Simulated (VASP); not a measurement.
Input of a VASP 6.6.1 run:

INCAR

```
SYSTEM = Be
ALGO     = Fast           ! electronic algorithm
EDIFF    = 1E-6           ! SCF threshold, eV
ENCUT    = 520            ! plane-wave cutoff, eV
GGA      = PE             ! functional
ISIF     = 2              ! what is computed and relaxed
ISMEAR   = 0              ! smearing method
IVDW     = 12             ! dispersion correction
LASPH    = .True.         ! aspherical terms in the spheres
LCHARG   = .False.        ! write CHGCAR
LREAL    = .False.        ! projectors in reciprocal space
LWAVE    = .False.        ! write WAVECAR
NBANDS   = 9              ! bands
NELM     = 100            ! most SCF steps
PREC     = Accurate       ! precision mode
SIGMA    = 0.15           ! smearing width, eV
```

Contents of KPOINTS:

```
k-points
0
Gamma
  24 24 12
  0 0 0
```

POSCAR

```
Be
1.0
    2.2141966284      0.0000000000      0.0000000000
   -1.1070983142      1.9175505292      0.0000000000
    0.0000000000      0.0000000000      3.5001053904
Be
2
Direct
    0.2552229771      0.5941783552      0.2500000000
    0.7447770229      0.4058216448      0.7500000000
```

Potentials or basis: VASP PAW PBE potentials, release 64 (Be).

The run is started by

```bash
$ cat potpaw_PBE.64/Be/POTCAR > POTCAR
$ mpirun -np 1 vasp_std > vasp.out
```

(1) Predict the largest force.

(2) What does it give for the pressure?

(3) Estimate the band gap on the k mesh.

(4) Predict the dispersion energy per atom.

## Answers

(1) 1.344 eV/Å.

(2) 2.6 GPa.

(3) zero (bands 2 and 3 overlap by 1.98 eV).

(4) -0.379 eV.

Caveat: the cell differs from its parent crystal (atoms displaced along several vibrational modes); the stress differs along the axes, from -9 to 9 GPa; forces of over 1 eV/Å act on the atoms, so gaps and moduli don't describe the material at rest.
